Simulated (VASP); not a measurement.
Runs of VASP 6.6.1 on La. The structure is that of space group Fddd (No. 70), or close to it. The cells are those of the table. 

| cell | k mesh | gap on the mesh (eV) | pressure (GPa) | largest force (eV/Å) |
| --- | --- | --- | --- | --- |
| a = 6.137, b = 6.137, c = 3.643 Å, angles 98.1, 98.1, 146.1°, 2 atoms | 10 × 10 × 7 | none | 0.0 | 0.01 |
| a = 5.881, b = 5.881, c = 3.491 Å, angles 98.1, 98.1, 146.1°, 2 atoms | 12 × 12 × 11 | none | (a) | 0.04 |
| a = 6.218, b = 6.218, c = 3.691 Å, angles 98.1, 98.1, 146.1°, 2 atoms | 12 × 12 × 11 | none | -0.9 | 0.02 |
| a = 6.137, b = 6.137, c = 3.643 Å, angles 98.1, 98.1, 146.1°, 2 atoms | 12 × 12 × 11 | none | 0.1 | 0.02 |

Alike in all rows: task single point; level PBEsol; potentials or basis VASP PAW PBE potentials, release 64 (La); no spin polarisation; cutoff (eV) 520; smearing fermi-dirac 0.1 eV.

Q: Fill in the values left out.

A: (a) 4.3.

Caveats: the PAW data sets were made with another functional, which shifts forces and pressure a little; spin-orbit coupling is left out, which moves the levels of the heavy elements; the cell stands under pressure (at least some runs).

A k mesh can miss the band edges, and the runs leave out spin-orbit coupling on La.

A gap of «none» marks levels without a gap at the run's occupations.
